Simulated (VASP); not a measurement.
Write the native input for VASP 6.6.1 that does the following.

```
Task                               : relaxation of cell and atoms
Functional                         : HSE06
Potentials or basis                : VASP PAW PBE potentials, release 64 (Na_pv, H)
Cutoff                             : 600 eV
k mesh                             : 6 × 6 × 6
Occupations                        : fermi-dirac, width 0.02 eV
Spin                               : no spin polarisation
Dipole correction                  : no
Grid for exact exchange (PRECFOCK) : Normal
Further INCAR settings             : ALGO = Normal; EDIFF = 1e-06; IBRION = 2; EDIFFG = -0.005; NSW = 80; ISIF = 3
Share of exact exchange            : 0.25
Screening parameter                : 0.2079 1/Å
```

The system is NaH.

```xyz
2
Lattice="0.0000 2.3975 2.3975 2.3975 0.0000 2.3975 2.3975 2.3975 0.0000" Properties=species:S:1:pos:R:3 pbc="T T T"
Na    0.0000    0.0000    0.0000
H     2.3975    2.3975    2.3975
```

These files were run (other wordings do the same):

POSCAR

```
NaH
1.0
    0.0000000000      2.3975116377      2.3975116377
    2.3975116377      0.0000000000      2.3975116377
    2.3975116377      2.3975116377      0.0000000000
Na H
1 1
Direct
    0.0000000000      0.0000000000      0.0000000000
    0.5000000000      0.5000000000      0.5000000000
```

INCAR.step1

```
SYSTEM = NaH
PREC = Accurate
ENCUT = 600
EDIFF = 1E-5
ISMEAR = -1
SIGMA = 0.02
LREAL = .False.
LASPH = .True.
NELM = 100
ALGO = Normal
LWAVE = .True.
LCHARG = .False.
GGA = PE
NBANDS = 11
```

INCAR.step2

```
SYSTEM = NaH
PREC = Accurate
ENCUT = 600
EDIFF = 1E-6
ISMEAR = -1
SIGMA = 0.02
LREAL = .False.
LASPH = .True.
NELM = 100
ALGO = Normal
ISIF = 3
LWAVE = .False.
LCHARG = .False.
GGA = PE
LHFCALC = .True.
HFSCREEN = 0.2079
PRECFOCK = Normal
IBRION = 2
NSW = 80
EDIFFG = -0.005
ISTART = 1
```

KPOINTS

```
Automatic mesh
0
Gamma
  6 6 6
  0 0 0
```

Potentials or basis: VASP PAW PBE potentials, release 64 (Na_pv, H).

Launch:

```bash
$ cat potpaw_PBE.64/Na_pv/POTCAR potpaw_PBE.64/H/POTCAR > POTCAR
$ cp INCAR.step1 INCAR
$ mpirun -np 1 vasp_std > vasp.out
$ cp INCAR.step2 INCAR
$ mpirun -np 1 vasp_std > vasp.out
```

Results of the run:

```json
{"Relaxed volume": "13.89 Å³/atom", "Relaxed cell": "a = 3.399 Å, b = 3.399 Å, c = 3.399 Å, α = 60.00°, β = 60.00°, γ = 60.00°", "Space group after relaxing (to 0.1 Å)": "Fm-3m (No. 225)", "Energy gained by relaxing": "0.1 meV/atom", "Ionic steps": "5", "Pressure after relaxing": "0.0 GPa", "Band gap on the k mesh": "4.88 eV (least direct gap 5.79 eV)"}
```

Caveat: the PAW data sets were made with another functional, which shifts forces and pressure a little.

Wall time 10 min on 1 thread of Intel(R) Xeon(R) 6975P-C (Granite Rapids), on a shared host, peak memory 0.26 GiB.
